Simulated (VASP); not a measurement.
# ZnGaSi (P4/nmm) in VASP: single point with PBE

Aim: the single point of ZnGaSi with PBE.

Program: VASP 6.6.1. These are calculated values, not measurements. Logs are shortened: lines on timing, memory, paths and dates and some standing lists are left out, and cuts for length are marked.

### Step 1. The cell of the first run

The structure is tetragonal, space group P4/nmm (No. 129). Conventional cell: a = 3.204 Å, b = 3.204 Å, c = 8.079 Å, α = 90.00°, β = 90.00°, γ = 90.00°. Zn (site symmetry 4mm) has 5 Si at 2.55 Å and 5 Ga at 2.71 to 2.87 Å and 4 Zn at 3.20 Å within 3.4 Å. Ga (site symmetry 4mm) has 8 Ga at 2.65 to 3.20 Å and 1 Si at 2.66 Å and 5 Zn at 2.71 to 2.87 Å within 3.5 Å. Si (site symmetry 4mm) has 5 Zn at 2.55 Å and 8 Si at 2.65 to 3.20 Å and 1 Ga at 2.66 Å within 3.4 Å.

### Step 2. Single point, PBE

Contents of POSCAR:

```
ZnGaSi
1.0
    3.2040430000      0.0000000000      0.0000000000
    0.0000000000      3.2040430000      0.0000000000
    0.0000000000      0.0000000000      8.0788180000
Zn Ga Si
2 2 2
Direct
    0.7500000000      0.7500000000      0.7306300000
    0.2500000000      0.2500000000      0.2693700000
    0.2500000000      0.2500000000      0.9146000000
    0.7500000000      0.7500000000      0.0854000000
    0.7500000000      0.7500000000      0.4152000000
    0.2500000000      0.2500000000      0.5848000000
```

Contents of INCAR.step1:

```
SYSTEM = ZnGaSi
  ALGO = Normal
  EDIFF = 1E-6
  ENCUT = 520
  GGA = PE
  ISIF = 2
  ISMEAR = 0
  LASPH = .TRUE.
  LCHARG = .TRUE.
  LREAL = .FALSE.
  LWAVE = .FALSE.
  NBANDS = 38
  NELM = 100
  PREC = Accurate
  SIGMA = 0.0208
```

Contents of KPOINTS.step1:

```
k-points
0
G
  10 10 4
  0 0 0
```

Contents of INCAR.step2:

```
SYSTEM = ZnGaSi
  ALGO = Normal
  EDIFF = 1E-6
  ENCUT = 520
  GGA = PE
  ICHARG = 11
  ISIF = 2
  ISMEAR = -5
  LASPH = .TRUE.
  LCHARG = .FALSE.
  LORBIT = 11
  LREAL = .FALSE.
  LWAVE = .FALSE.
  NEDOS = 2001
  NELM = 100
  PREC = Accurate
  SIGMA = 0.0208
```

Contents of KPOINTS.step2:

```
k-points
0
G
  15 15 6
  0 0 0
```

Potentials or basis: VASP PAW PBE potentials, release 64 (Zn, Ga_d, Si).

Launch:

```sh
> cat potpaw_PBE.64/Zn/POTCAR potpaw_PBE.64/Ga_d/POTCAR potpaw_PBE.64/Si/POTCAR > POTCAR
> cp INCAR.step1 INCAR
> cp KPOINTS.step1 KPOINTS
> mpirun -np 1 vasp_std > vasp.out
> cp INCAR.step2 INCAR
> cp KPOINTS.step2 KPOINTS
> mpirun -np 1 vasp_std > vasp.out
```

OUTCAR:

```text
SYSTEM = ZnGaSi
   EDIFF = 1E-6
   ENCUT = 520
   GGA = PE
   ICHARG = 11
   ISIF = 2
   ISMEAR = -5
   LASPH = .TRUE.
   LORBIT = 11
   LREAL = .FALSE.
   NELM = 100
   PREC = Accurate

 ion  position               nearest neighbor table
   1  0.750  0.750  0.731-   5 2.55   6 2.55   6 2.55   6 2.55   6 2.55   3 2.71   3 2.71   3 2.71
                             3 2.71   4 2.87
   2  0.250  0.250  0.269-   6 2.55   5 2.55   5 2.55   5 2.55   5 2.55   4 2.71   4 2.71   4 2.71
                             4 2.71   3 2.87
   3  0.250  0.250  0.915-   4 2.65   4 2.65   4 2.65   4 2.65   6 2.66   1 2.71   1 2.71   1 2.71
                             1 2.71   2 2.87
   4  0.750  0.750  0.085-   3 2.65   3 2.65   3 2.65   3 2.65   5 2.66   2 2.71   2 2.71   2 2.71
                             2 2.71   1 2.87
   5  0.750  0.750  0.415-   1 2.55   2 2.55   2 2.55   2 2.55   2 2.55   6 2.65   6 2.65   6 2.65
                             6 2.65   4 2.66
   6  0.250  0.250  0.585-   2 2.55   1 2.55   1 2.55   1 2.55   1 2.55   5 2.65   5 2.65   5 2.65
                             5 2.65   3 2.66

  LATTYP: Found a simple tetragonal cell.
 ALAT       =     3.2040430000
 C/A-ratio  =     2.5214449369

  Lattice vectors:

 A1 = (   3.2040430000,   0.0000000000,   0.0000000000)
 A2 = (   0.0000000000,   3.2040430000,   0.0000000000)
 A3 = (   0.0000000000,   0.0000000000,   8.0788180000)

Analysis of symmetry for initial positions (statically):
=====================================================================
 Subroutine PRICEL returns:
 Original cell was already a primitive cell.

 Routine SETGRP: Setting up the symmetry group for a
 simple tetragonal supercell.

 Subroutine GETGRP returns: Found 16 space group operations
 (whereof  4 operations were pure point group operations)
 out of a pool of 16 trial point group operations.

The static configuration has the point symmetry C_2h.
 The point group associated with its full space group is D_4h.

Analysis of symmetry for dynamics (positions and initial velocities):
=====================================================================
 Subroutine PRICEL returns:
 Original cell was already a primitive cell.

 Routine SETGRP: Setting up the symmetry group for a
 simple tetragonal supercell.

 Subroutine GETGRP returns: Found 16 space group operations
 (whereof  4 operations were pure point group operations)
 out of a pool of 16 trial point group operations.

The dynamic configuration has the point symmetry C_2h.
 The point group associated with its full space group is D_4h.

 Subroutine INISYM returns: Found 16 space group operations
 (whereof  4 operations are pure point group operations),
 and found     1 'primitive' translations

----------------------------------------------------------------------------------------

                                     Primitive cell

  volume of cell :      82.9363

  direct lattice vectors                    reciprocal lattice vectors
     3.204043000  0.000000000  0.000000000     0.312105674  0.000000000  0.000000000
     0.000000000  3.204043000  0.000000000     0.000000000  0.312105674  0.000000000
     0.000000000  0.000000000  8.078818000     0.000000000  0.000000000  0.123780484

  length of vectors
     3.204043000  3.204043000  8.078818000     0.312105674  0.312105674  0.123780484

  position of ions in fractional coordinates (direct lattice)
     0.750000000  0.750000000  0.730630000
     0.250000000  0.250000000  0.269370000
     0.250000000  0.250000000  0.914600000
     0.750000000  0.750000000  0.085400000
     0.750000000  0.750000000  0.415200000
     0.250000000  0.250000000  0.584800000

  ion indices of the primitive-cell ions
   primitive index   ion index
                 1           1
                 2           2
                 3           3
                 4           4
                 5           5
                 6           6

----------------------------------------------------------------------------------------

 KPOINTS: k-points

Automatic generation of k-mesh.
 Grid dimensions read from file:
 generate k-points for:   15   15    6

 Generating k-lattice:

  Cartesian coordinates                     Fractional coordinates (reciprocal lattice)
     0.020807045  0.000000000  0.000000000     0.066666667  0.000000000  0.000000000
     0.000000000  0.020807045  0.000000000     0.000000000  0.066666667  0.000000000
     0.000000000  0.000000000  0.020630081     0.000000000  0.000000000  0.166666667

  Length of vectors
     0.020807045  0.020807045  0.020630081

  Shift w.r.t. Gamma in fractional coordinates (k-lattice)
     0.000000000  0.000000000  0.000000000

 TETIRR: Found   2019 inequivalent tetrahedra from     8100

 Subroutine IBZKPT returns following result:
 ===========================================

 Found    144 irreducible k-points:

 Following reciprocal coordinates:
            Coordinates               Weight
  0.000000  0.000000  0.000000      1.000000
  0.066667  0.000000  0.000000      4.000000
  0.133333  0.000000  0.000000      4.000000
  0.200000  0.000000  0.000000      4.000000
  0.266667  0.000000  0.000000      4.000000
  0.333333  0.000000  0.000000      4.000000
[... 16 lines left out ...]
  0.266667  0.200000  0.000000      8.000000
  0.333333  0.200000  0.000000      8.000000
 [... further k-points ...]
   k-points           NKPTS =    144   k-points in BZ     NKDIM =    144   number of bands    NBANDS=     34
   number of dos      NEDOS =   2001   number of ions     NIONS =      6
   total plane-waves  NPLWV =  34560
   dimension x,y,z NGX =    24 NGY =   24 NGZ =   60
   dimension x,y,z NGXF=    48 NGYF=   48 NGZF=  120
   ions per type =               2   2   2
   NGX,Y,Z   is equivalent  to a cutoff of  12.45, 12.45, 12.35 a.u.
   NGXF,Y,Z  is equivalent  to a cutoff of  24.91, 24.91, 24.69 a.u.
 SYSTEM =  ZnGaSi
   PREC   = accura    normal or accurate (medium, high low for compatibility)
   ISTART =      0    job   : 0-new  1-cont  2-samecut
   ICHARG =     11    charge: 1-file 2-atom 10-const
   ISPIN  =      1    spin polarized calculation?
   LNONCOLLINEAR =      F non collinear calculations
   LSORBIT =      F    spin-orbit coupling
   LASPH  =      T    aspherical Exc in radial PAW
   ENCUT  =  520.0 eV  38.22 Ry    6.18 a.u.   5.96  5.96 15.02*2*pi/ulx,y,z
   NELM   =    100;   NELMIN=  2; NELMDL=  0     # of ELM steps
   EDIFF  = 0.1E-05   stopping-criterion for ELM
   LREAL  =      F    real-space projection
   EDIFFG = 0.1E-04   stopping-criterion for IOM
   NSW    =      0    number of steps for IOM
   IBRION =     -1    ionic relax: 0-MD 1-quasi-New 2-CG
   NFREE  =      0    steps in history (QN), initial steepest desc. (CG)
   ISIF   =      2    stress and relaxation
   ISYM   =      2    0-nonsym 1-usesym 2-fastsym
   POTIM  = 0.5000    time-step for ionic-motion
   TEBEG  =    0.0;   TEEND  =   0.0 temperature during run
   PSTRESS=    0.0 pullay stress
   NELECT =      58.0000    total number of electrons
   NUPDOWN=      -1.0000    fix difference up-down
   EMIN   =  10.00;   EMAX   =-10.00  energy-range for DOS
   EFERMI =   0.00;   METHOD = LEGACY
   ISMEAR =    -5;   SIGMA  =   0.02  broadening in eV -4-tet -1-fermi 0-gaus
   EFERMI_NEDOS =   21; number of points for ismear=-14 and -15
   IALGO  =     38    algorithm
   IMIX   =      4    mixing-type and parameters
     AMIX     =   0.40;   BMIX     =  1.00
     AMIX_MAG =   1.60;   BMIX_MAG =  1.00
  volume/ion in A,a.u.               =      13.82        93.28
  Fermi-wavevector in a.u.,A,eV,Ry     =   1.453124  2.746006 28.729644  2.111569
  Thomas-Fermi vector in A             =   2.570427
   LORBIT       =     11    0 simple, 1 ext, 2 COOP (PROOUT), +10 PAW based schemes
   GGA     = PE    functional components
   LHFCALC =     F    Hartree Fock is set to
   AEXX    =    0.0000 exact exchange contribution
   IVDW    =     0    specifies the selected vdW correction
   LEPSILON=     F    determine dielectric tensor
   LRPA    =     F    only Hartree local field effects (RPA)
 non-spin polarized calculation
 Fermi weights with tetrahedron method with Bloechl corrections
  energy-cutoff  :      520.00
  volume of cell :       82.94
 maximum number of plane-waves:      2262
 NGX is ok and might be reduce to    24

 number of electron      58.0000047 magnetization

 Free energy of the ion-electron system (eV)
  ---------------------------------------------------
  ext. energy  EPLUGINS =         0.00000000
  ---------------------------------------------------
  free energy    TOTEN  =       -16.33347086 eV

  energy without entropy =      -16.33347086  energy(sigma->0) =      -16.33347086

 E-fermi :   7.8366     XC(G=0): -12.0300

 val. band max:        8.0850163840   @ k =   0.2667   0.2667   0.5000
 cond. band min:       7.5301284280   @ k =   0.3333   0.2000   0.5000
 fundamental gap:     -0.5548879560
 Fermi energy:         7.8366239049

 k-point     1 :       0.0000    0.0000    0.0000
  band No.  band energies     occupation
      1      -7.5249      2.00000
      2      -7.4573      2.00000
      3      -7.3904      2.00000
      4      -7.3517      2.00000
      5      -7.3517      2.00000
      6      -7.2186      2.00000
[... 26 lines left out ...]
     33      10.9520      0.00000
     34      12.2574      0.00000

 k-point     2 :       0.0667    0.0000    0.0000
  band No.  band energies     occupation
      1      -7.5199      2.00000
      2      -7.4555      2.00000
      3      -7.3959      2.00000
      4      -7.3553      2.00000
      5      -7.3481      2.00000
      6      -7.2287      2.00000
[... 26 lines left out ...]
     33      11.4760      0.00000
     34      12.8545      0.00000

 k-point     3 :       0.1333    0.0000    0.0000
  band No.  band energies     occupation
      1      -7.5102      2.00000
      2      -7.4452      2.00000
      3      -7.4104      2.00000
      4      -7.3659      2.00000
      5      -7.3374      2.00000
      6      -7.2601      2.00000
[... 26 lines left out ...]
     33      12.9054      0.00000
     34      13.3276      0.00000

 k-point     4 :       0.2000    0.0000    0.0000
  band No.  band energies     occupation
      1      -7.5057      2.00000
      2      -7.4287      2.00000
      3      -7.4177      2.00000
      4      -7.3823      2.00000
      5      -7.3201      2.00000
      6      -7.3015      2.00000
[... 26 lines left out ...]
     33      12.9536      0.00000
     34      13.2571      0.00000

 k-point     5 :       0.2667    0.0000    0.0000
  band No.  band energies     occupation
      1      -7.5058      2.00000
      2      -7.4464      2.00000
      3      -7.4023      2.00000
      4      -7.3752      2.00000
      5      -7.3459      2.00000
      6      -7.2971      2.00000
[... 621 lines left out ...]
 k-point    22 :       0.2000    0.2000    0.0000
  band No.  band energies     occupation
      1      -7.4752      2.00000
      2      -7.4577      2.00000
      3      -7.4240      2.00000
      4      -7.3541      2.00000
      5      -7.3319      2.00000
      6      -7.2422      2.00000
[... 26 lines left out ...]
     33      12.8718      0.00000
     34      13.3154      0.00000

 k-point    23 :       0.2667    0.2000    0.0000
  band No.  band energies     occupation
      1      -7.4925      2.00000
      2      -7.4561      2.00000
      3      -7.4087      2.00000
      4      -7.3538      2.00000
      5      -7.3075      2.00000
      6      -7.2726      2.00000
[... 26 lines left out ...]
     33      11.9794      0.00000
     34      12.3338      0.00000

 k-point    24 :       0.3333    0.2000    0.0000
  band No.  band energies     occupation
      1      -7.5037      2.00000
      2      -7.4635      2.00000
      3      -7.4089      2.00000
      4      -7.3294      2.00000
      5      -7.3109      2.00000
      6      -7.2733      2.00000
[... 26 lines left out ...]
     33      10.8418      0.00000
     34      11.1275      0.00000

 [... further k-points ...]

------------------------ aborting loop because EDIFF is reached ----------------------------------------

  FORCE on cell =-STRESS in cart. coord.  units (eV):
  Direction    XX          YY          ZZ          XY          YZ          ZX
  --------------------------------------------------------------------------------------
  -------------------------------------------------------------------------------------
  Total       10.3972108     10.3972108      8.7849707      0.0000000     -0.0000000     -0.0000000
  in kB      200.8551330    200.8551330    169.7095983      0.0000000     -0.0000000     -0.0000000
  external PRESSURE =     190.4732881 kB  Pullay stress =       0.0000000 kB

 VOLUME and BASIS-vectors are now :
 -----------------------------------------------------------------------------
  energy-cutoff  :      520.00
  volume of cell :       82.94
      direct lattice vectors                 reciprocal lattice vectors
     3.204043000  0.000000000  0.000000000     0.312105674  0.000000000  0.000000000
     0.000000000  3.204043000  0.000000000     0.000000000  0.312105674  0.000000000
     0.000000000  0.000000000  8.078818000     0.000000000  0.000000000  0.123780484

 POSITION                                       TOTAL-FORCE (eV/Angst)
 -----------------------------------------------------------------------------------
      2.40303      2.40303      5.90263        -0.000000     -0.000000      0.332393
      0.80101      0.80101      2.17619         0.000000     -0.000000     -0.332393
      0.80101      0.80101      7.38889        -0.000000     -0.000000     -0.183551
      2.40303      2.40303      0.68993         0.000000      0.000000      0.183551
      2.40303      2.40303      3.35433        -0.000000     -0.000000      0.692213
      0.80101      0.80101      4.72449         0.000000      0.000000     -0.692213
 -----------------------------------------------------------------------------------
    total drift:                                0.000000     -0.000000      0.000000

  FREE ENERGIE OF THE ION-ELECTRON SYSTEM (eV)
  ---------------------------------------------------
  free  energy   TOTEN  =       -16.3334708582 eV

  energy  without entropy=      -16.3334708582  energy(sigma->0) =      -16.33347086

 total charge

# of ion       s       p       d       tot
------------------------------------------
    1        0.645   0.530   9.764  10.940
    2        0.645   0.530   9.764  10.940
    3        1.001   0.711  10.004  11.715
    4        1.001   0.711  10.004  11.715
    5        0.826   0.788   0.000   1.614
    6        0.826   0.788   0.000   1.614
--------------------------------------------------
tot          4.943   4.059  39.536  48.538
```

Wall time 2.8 min (1 thread of Intel Xeon Platinum 8559C (Emerald Rapids), shared host); peak memory 0.44 GiB.

What came out:

- Valence electrons inside the program's atomic spheres: Zn 10.94; Ga 11.71; Si 1.61
